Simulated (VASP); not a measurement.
# NaTiO2 (R-3m) in VASP: notebook

The runs below take NaTiO2 through single point, with LDA.

Everything below comes from runs of VASP 6.6.1. Logs are shortened: lines on timing, memory, paths and dates and some standing lists are left out, and cuts for length are marked.

## (1) The cell of the first run

It takes space group R-3m (No. 166, trigonal). Conventional cell: a = 2.701 Å, b = 2.701 Å, c = 14.517 Å, α = 90.00°, β = 90.00°, γ = 120.00°. Na (site symmetry -3m) has 6 O at 2.10 Å and 6 Na at 2.70 Å and 6 Ti at 2.88 Å within 2.9 Å. Ti (site symmetry -3m) has 6 O at 1.86 Å within 2.5 Å. Within 2.8 Å of O (site symmetry 3m) lie 3 Ti at 1.86 Å and 3 Na at 2.10 Å and 9 O at 2.55 to 2.70 Å.

## (2) Single point, LDA, collinear spin (7.64 Å³/atom)

The input, INCAR:

```
SYSTEM = NaTiO2
ALGO = Normal
EDIFF = 1E-6
ENCUT = 520
GGA = CA
ISIF = 2
ISMEAR = -1
ISPIN = 2
LASPH = .True.
LCHARG = .True.
LELF = .True.
LMAXMIX = 4
LORBIT = 11
LREAL = .False.
LVHAR = .True.
LWAVE = .False.
MAGMOM = 0 1 0 0
NBANDS = 28
NELM = 150
PREC = Accurate
SIGMA = 0.03
```

The input, KPOINTS:

```
k-points
0
Gamma
  10 10 10
  0 0 0
```

The input, POSCAR:

```
NaTiO2
1.0
    1.3503292150      0.7796129358      4.8390616170
   -1.3503292150      0.7796129358      4.8390616170
    0.0000000000     -1.5592258716      4.8390616170
Na Ti O
1 1 2
Direct
    0.0000000000      0.0000000000      0.0000000000
    0.5000000000      0.5000000000      0.5000000000
    0.7638036100      0.7638036100      0.7638036100
    0.2361963900      0.2361963900      0.2361963900
```

Potentials or basis: VASP PAW LDA potentials, release 64 (Na_pv, Ti_sv, O).

On the command line:

```bash
> cat potpaw_LDA.64/Na_pv/POTCAR potpaw_LDA.64/Ti_sv/POTCAR potpaw_LDA.64/O/POTCAR > POTCAR
> mpirun -np 1 vasp_std > vasp.out
```

OUTCAR:

```text
SYSTEM = NaTiO2
   EDIFF = 1E-6
   ENCUT = 520
   GGA = CA
   ISIF = 2
   ISMEAR = -1
   ISPIN = 2
   LASPH = .True.
   LORBIT = 11
   LREAL = .False.
   NELM = 150
   PREC = Accurate

 ion  position               nearest neighbor table
   1  0.000  0.000  0.000-   3 2.10   3 2.10   4 2.10   4 2.10   3 2.10   4 2.10
   2  0.500  0.500  0.500-   4 1.86   4 1.86   3 1.86   3 1.86   4 1.86   3 1.86
   3  0.764  0.764  0.764-   2 1.86   2 1.86   2 1.86   1 2.10   1 2.10   1 2.10
   4  0.236  0.236  0.236-   2 1.86   2 1.86   2 1.86   1 2.10   1 2.10   1 2.10

  LATTYP: Found a trigonal (rhomboedric) cell.
 ALAT       =     5.0840635963
 COS(alpha) =     0.8589128780

  Lattice vectors:

 A1 = (   1.3503292150,   0.7796129358,   4.8390616170)
 A2 = (  -1.3503292150,   0.7796129358,   4.8390616170)
 A3 = (   0.0000000000,  -1.5592258716,   4.8390616170)

Analysis of symmetry for initial positions (statically):
=====================================================================
 Subroutine PRICEL returns:
 Original cell was already a primitive cell.

 Routine SETGRP: Setting up the symmetry group for a
 trigonal (rhombohedral) supercell.

 Subroutine GETGRP returns: Found 12 space group operations
 (whereof 12 operations were pure point group operations)
 out of a pool of 12 trial point group operations.

The static configuration has the point symmetry D_3d.

Analysis of symmetry for dynamics (positions and initial velocities):
=====================================================================
 Subroutine PRICEL returns:
 Original cell was already a primitive cell.

 Routine SETGRP: Setting up the symmetry group for a
 trigonal (rhombohedral) supercell.

 Subroutine GETGRP returns: Found 12 space group operations
 (whereof 12 operations were pure point group operations)
 out of a pool of 12 trial point group operations.

The dynamic configuration has the point symmetry D_3d.

Analysis of structural, dynamic, and magnetic symmetry:
=====================================================================
 Subroutine PRICEL returns:
 Original cell was already a primitive cell.

 Routine SETGRP: Setting up the symmetry group for a
 trigonal (rhombohedral) supercell.

 Subroutine GETGRP returns: Found 12 space group operations
 (whereof 12 operations were pure point group operations)
 out of a pool of 12 trial point group operations.

The overall configuration has the point symmetry D_3d.

 Subroutine INISYM returns: Found 12 space group operations
 (whereof 12 operations are pure point group operations),
 and found     1 'primitive' translations

----------------------------------------------------------------------------------------

                                     Primitive cell

  volume of cell :      30.5655

  direct lattice vectors                    reciprocal lattice vectors
     1.350329215  0.779612936  4.839061617     0.370280073  0.213781300  0.068883879
    -1.350329215  0.779612936  4.839061617    -0.370280073  0.213781300  0.068883879
     0.000000000 -1.559225872  4.839061617     0.000000000 -0.427562599  0.068883879

  length of vectors
     5.084063596  5.084063596  5.084063596     0.433075935  0.433075935  0.433075935

  position of ions in fractional coordinates (direct lattice)
     0.000000000  0.000000000  0.000000000
     0.500000000  0.500000000  0.500000000
     0.763803610  0.763803610  0.763803610
     0.236196390  0.236196390  0.236196390

  ion indices of the primitive-cell ions
   primitive index   ion index
                 1           1
                 2           2
                 3           3
                 4           4

----------------------------------------------------------------------------------------

 KPOINTS: k-points

Automatic generation of k-mesh.
 Grid dimensions read from file:
 generate k-points for:   10   10   10

 Generating k-lattice:

  Cartesian coordinates                     Fractional coordinates (reciprocal lattice)
     0.037028007  0.021378130  0.006888388     0.100000000  0.000000000  0.000000000
    -0.037028007  0.021378130  0.006888388     0.000000000  0.100000000  0.000000000
     0.000000000 -0.042756260  0.006888388     0.000000000  0.000000000  0.100000000

  Length of vectors
     0.043307593  0.043307593  0.043307593

  Shift w.r.t. Gamma in fractional coordinates (k-lattice)
     0.000000000  0.000000000  0.000000000

 Subroutine IBZKPT returns following result:
 ===========================================

 Found    116 irreducible k-points:

 Following reciprocal coordinates:
            Coordinates               Weight
  0.000000  0.000000  0.000000      1.000000
  0.100000 -0.000000 -0.000000      6.000000
  0.200000 -0.000000 -0.000000      6.000000
  0.300000  0.000000 -0.000000      6.000000
  0.400000  0.000000 -0.000000      6.000000
  0.500000 -0.000000  0.000000      3.000000
[... 16 lines left out ...]
  0.300000  0.300000 -0.000000      6.000000
  0.400000  0.300000 -0.000000     12.000000
 [... further k-points ...]
   k-points           NKPTS =    116   k-points in BZ     NKDIM =    116   number of bands    NBANDS=     28
   number of dos      NEDOS =    301   number of ions     NIONS =      4
   total plane-waves  NPLWV =  64000
   dimension x,y,z NGX =    40 NGY =   40 NGZ =   40
   dimension x,y,z NGXF=    80 NGYF=   80 NGZF=   80
   ions per type =               1   1   2
   NGX,Y,Z   is equivalent  to a cutoff of  13.08, 13.08, 13.08 a.u.
   NGXF,Y,Z  is equivalent  to a cutoff of  26.16, 26.16, 26.16 a.u.
 SYSTEM =  NaTiO2
   PREC   = accura    normal or accurate (medium, high low for compatibility)
   ISTART =      0    job   : 0-new  1-cont  2-samecut
   ICHARG =      2    charge: 1-file 2-atom 10-const
   ISPIN  =      2    spin polarized calculation?
   LNONCOLLINEAR =      F non collinear calculations
   LSORBIT =      F    spin-orbit coupling
   LASPH  =      T    aspherical Exc in radial PAW
   ENCUT  =  520.0 eV  38.22 Ry    6.18 a.u.   9.45  9.45  9.45*2*pi/ulx,y,z
   NELM   =    150;   NELMIN=  2; NELMDL= -5     # of ELM steps
   EDIFF  = 0.1E-05   stopping-criterion for ELM
   LREAL  =      F    real-space projection
   EDIFFG = 0.1E-04   stopping-criterion for IOM
   NSW    =      0    number of steps for IOM
   IBRION =     -1    ionic relax: 0-MD 1-quasi-New 2-CG
   NFREE  =      0    steps in history (QN), initial steepest desc. (CG)
   ISIF   =      2    stress and relaxation
   ISYM   =      2    0-nonsym 1-usesym 2-fastsym
   POTIM  = 0.5000    time-step for ionic-motion
   TEBEG  =    0.0;   TEEND  =   0.0 temperature during run
   PSTRESS=    0.0 pullay stress
   NELECT =      31.0000    total number of electrons
   NUPDOWN=      -1.0000    fix difference up-down
   EMIN   =  10.00;   EMAX   =-10.00  energy-range for DOS
   EFERMI =   0.00;   METHOD = LEGACY
   ISMEAR =    -1;   SIGMA  =   0.03  broadening in eV -4-tet -1-fermi 0-gaus
   EFERMI_NEDOS =   21; number of points for ismear=-14 and -15
   IALGO  =     38    algorithm
   IMIX   =      4    mixing-type and parameters
     AMIX     =   0.40;   BMIX     =  1.00
     AMIX_MAG =   1.60;   BMIX_MAG =  1.00
  volume/ion in A,a.u.               =       7.64        51.57
  Fermi-wavevector in a.u.,A,eV,Ry     =   1.644820  3.108259 36.809646  2.705433
  Thomas-Fermi vector in A             =   2.734721
   LORBIT       =     11    0 simple, 1 ext, 2 COOP (PROOUT), +10 PAW based schemes
   GGA     = CA    functional components
   LHFCALC =     F    Hartree Fock is set to
   AEXX    =    0.0000 exact exchange contribution
   IVDW    =     0    specifies the selected vdW correction
   LEPSILON=     F    determine dielectric tensor
   LRPA    =     F    only Hartree local field effects (RPA)
 spin polarized calculation
  energy-cutoff  :      520.00
  volume of cell :       30.57
 maximum number of plane-waves:       836
 NGX is ok and might be reduce to    40
   NGX = 19   NGY = 19   NGZ = 19

 number of electron      31.0000006 magnetization      -0.0002884

 number of electron      31.0000006 magnetization       0.0000742

 Free energy of the ion-electron system (eV)
  ---------------------------------------------------
  ext. energy  EPLUGINS =         0.00000000
  ---------------------------------------------------
  free energy    TOTEN  =       -29.65155026 eV

  energy without entropy =      -29.64751706  energy(sigma->0) =      -29.64953366

 E-fermi :  11.1919     XC(G=0): -13.5906

 val. band max:       11.1848792167   @ k =   0.5000   0.4000   0.2000
 cond. band min:      11.2004308306   @ k =   0.4000   0.2000   0.1000
 fundamental gap:      0.0155516139
 Fermi energy:        11.1918999505

 spin component 1

 k-point     1 :       0.0000    0.0000    0.0000
  band No.  band energies     occupation
      1     -46.2842      1.00000
      2     -23.3403      1.00000
      3     -22.4709      1.00000
      4     -22.4709      1.00000
      5     -14.0240      1.00000
      6     -13.4122      1.00000
[... 19 lines left out ...]
     26      29.4361      0.00000
     27      29.8405      0.00000
[... 667 lines left out ...]
      5     -14.0560      1.00000
      6     -13.7679      1.00000
[... 19 lines left out ...]
     26      29.0124      0.00000
     27      29.5223      0.00000

 [... further k-points ...]

 spin component 2

 k-point     1 :       0.0000    0.0000    0.0000
  band No.  band energies     occupation
      1     -46.2842      1.00000
      2     -23.3403      1.00000
      3     -22.4709      1.00000
      4     -22.4709      1.00000
      5     -14.0240      1.00000
      6     -13.4122      1.00000
[... 19 lines left out ...]
     26      29.4361      0.00000
     27      29.8405      0.00000
[... 667 lines left out ...]
      5     -14.0560      1.00000
      6     -13.7679      1.00000
[... 19 lines left out ...]
     26      29.0124      0.00000
     27      29.5223      0.00000

 [... further k-points ...]

 [bands above 27 left out]

------------------------ aborting loop because EDIFF is reached ----------------------------------------

  FORCE on cell =-STRESS in cart. coord.  units (eV):
  Direction    XX          YY          ZZ          XY          YZ          ZX
  --------------------------------------------------------------------------------------
  -------------------------------------------------------------------------------------
  Total       17.4704644     17.4704644     18.2381514      0.0000000     -0.0000000      0.0000000
  in kB      915.7647643    915.7647644    956.0052928      0.0000000     -0.0000000      0.0000000
  external PRESSURE =     929.1782738 kB  Pullay stress =       0.0000000 kB

 VOLUME and BASIS-vectors are now :
 -----------------------------------------------------------------------------
  energy-cutoff  :      520.00
  volume of cell :       30.57
      direct lattice vectors                 reciprocal lattice vectors
     1.350329215  0.779612936  4.839061617     0.370280073  0.213781300  0.068883879
    -1.350329215  0.779612936  4.839061617    -0.370280073  0.213781300  0.068883879
     0.000000000 -1.559225872  4.839061617     0.000000000 -0.427562599  0.068883879

 POSITION                                       TOTAL-FORCE (eV/Angst)
 -----------------------------------------------------------------------------------
      0.00000      0.00000      0.00000         0.000000      0.000000      0.000000
      0.00000      0.00000      7.25859         0.000000     -0.000000      0.000000
      0.00000      0.00000     11.08828         0.000000     -0.000000     -4.582827
      0.00000      0.00000      3.42891         0.000000      0.000000      4.582827
 -----------------------------------------------------------------------------------
    total drift:                               -0.000000      0.000000      0.000000

  FREE ENERGIE OF THE ION-ELECTRON SYSTEM (eV)
  ---------------------------------------------------
  free  energy   TOTEN  =       -29.6515502598 eV

  energy  without entropy=      -29.6475170588  energy(sigma->0) =      -29.64953366

 total charge

# of ion       s       p       d       tot
------------------------------------------
    1        0.118   6.090   0.000   6.208
    2        2.280   6.451   2.383  11.113
    3        1.568   3.650   0.000   5.219
    4        1.568   3.650   0.000   5.219
--------------------------------------------------
tot          5.534  19.842   2.383  27.759

 magnetization (x)

# of ion       s       p       d       tot
------------------------------------------
    1        0.000  -0.000   0.000  -0.000
    2       -0.000   0.000  -0.000  -0.000
    3        0.000  -0.000   0.000   0.000
    4        0.000  -0.000   0.000   0.000
--------------------------------------------------
tot          0.000  -0.000  -0.000  -0.000
```

It took 7 min on 1 thread of AMD EPYC 9R45 (Zen 5), shared host; peak memory 0.28 GiB.

Results:

```
Free energy                                           : -29.6516 eV
Pressure                                              : 92.9 GPa
Largest force                                         : 4.583 eV/Å
Net moment                                            : 0.00 μB per cell
Valence electrons inside the program's atomic spheres : Na 6.21; Ti 11.11; O 5.22
```

Forces in eV/Å, atoms in the order of the input:
```
Na   0.000  0.000  0.000
Ti   0.000  0.000  0.000
O    0.000  0.000 -4.583
O    0.000  0.000  4.583
```

Stress tensor (GPa, compression positive):
```
91.58  0.00  0.00
 0.00 91.58  0.00
 0.00  0.00 95.60
```

Levels at points of the mesh, in eV from the Fermi level:
Spin up:
```csv
k point,band 12,band 13,band 14,band 15,band 16,band 17,band 18,band 19,band 20,band 21
"(0.00, 0.00, 0.00)",-7.92,-5.28,-4.53,-4.53,0.23,0.23,1.27,4.27,4.66,4.66
"(0.50, 0.00, 0.00)",-7.63,-7.51,-6.11,-5.42,-0.69,2.39,2.54,5.28,5.55,7.42
"(0.50, 0.50, 0.00)",-7.51,-7.37,-5.70,-5.37,-1.30,2.38,2.57,5.30,5.88,6.57
"(0.50, 0.50, 0.50)",-7.85,-6.99,-4.67,-4.67,0.27,0.27,1.56,4.79,4.79,5.74
```
Spin down:
| k point | band 13 | band 14 | band 15 | band 16 | band 17 | band 18 | band 19 | band 20 |
| --- | --- | --- | --- | --- | --- | --- | --- | --- |
| (0.00, 0.00, 0.00) | -5.28 | -4.53 | -4.53 | 0.23 | 0.23 | 1.27 | 4.27 | 4.66 |
| (0.50, 0.00, 0.00) | -7.51 | -6.11 | -5.42 | -0.69 | 2.39 | 2.54 | 5.28 | 5.55 |
| (0.50, 0.50, 0.00) | -7.37 | -5.70 | -5.37 | -1.30 | 2.38 | 2.57 | 5.30 | 5.88 |
| (0.50, 0.50, 0.50) | -6.99 | -4.67 | -4.67 | 0.27 | 0.27 | 1.56 | 4.79 | 4.79 |

Caveat: the cell stands under pressure; semilocal functionals often make such compounds metallic where correlation or magnetic order opens a gap, which also shifts bond lengths; forces of over 1 eV/Å act on the atoms, so gaps and moduli don't describe the material at rest.

[end of part 1 of 2]
